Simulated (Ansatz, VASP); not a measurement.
**One calculation of CoSi2, two programs**

INCAR

```
SYSTEM = CoSi2
PREC = Accurate ; ENCUT = 520
EDIFF = 1E-7 ; ISMEAR = 0
SIGMA = 0.05 ; LREAL = .FALSE.
LASPH = .TRUE. ; NELM = 150
ALGO = Normal ; ISIF = 2
LWAVE = .FALSE. ; LCHARG = .TRUE.
ISPIN = 2 ; MAGMOM = 0 0 0
LORBIT = 11 ; LMAXMIX = 4
GGA = PE ; LELF = .TRUE.
LVHAR = .TRUE. ; NBANDS = 20
```

The input KPOINTS:

```
regular mesh
0
G
  12 12 12
  0 0 0
```

POSCAR

```
CoSi2
1.0
    0.0000000000      2.6233315991      2.6233315991
    2.6233315991      0.0000000000      2.6233315991
    2.6233315991      2.6233315991      0.0000000000
Co Si
1 2
Direct
    0.0000000000      0.0000000000      0.0000000000
    0.2500000000      0.2500000000      0.2500000000
    0.7500000000      0.7500000000      0.7500000000
```

Input for Ansatz:

```yaml
crystal:
  lattice:
    - [0.0, 2.6233315991, 2.6233315991]
    - [2.6233315991, 0.0, 2.6233315991]
    - [2.6233315991, 2.6233315991, 0.0]
  atoms:
    - { symbol: Co, position: [0.0, 0.0, 0.0] }
    - { symbol: Si, position: [0.25, 0.25, 0.25] }
    - { symbol: Si, position: [0.75, 0.75, 0.75] }
magnetization:
  spin_polarized: true
basis:
  ecutwfc: 500
  fft_grid_basis: typed
kpoints:
  mp_grid: { grid: [12, 12, 12] }
hamiltonian:
  xc: pbe
  pseudopotentials: { kind: paw }
scf:
  occupations: { method: gaussian, width: 0.05 }
output:
  forces: true
  stress: true
  eigenvalues: true
  bader: true
  write_density: true
  volumetric_format: npy
  populations: true
  elf: true
```

Alike in both runs: task single point; functional PBE; k mesh 12 × 12 × 12; occupations gaussian, width 0.05 eV; collinear spin.

|  | VASP | Ansatz |
| --- | --- | --- |
| version | VASP 6.6.1 | Ansatz 0.2.0 |
| potentials or method | VASP PAW PBE potentials, release 64 (Co, Si), cutoff 520 eV | scalar-relativistic, plane waves, PAW |
| valence electrons in the cell | 17 | 25 |

```tsv
	VASP	Ansatz	Ansatz less VASP
gap on the k mesh at the Fermi level (eV)	none	none	-
pressure (GPa)	13.0	13.2	+0.19
net moment per atom (μB)	0.00	0.00	0.000
```

A gap of «none» marks a metal or a gap that the smearing closes. VASP's potentials hold 17 valence electrons a cell and Ansatz's 25, so a difference there can come from the potentials and not from the codes. Ansatz's warnings: no starting moments.
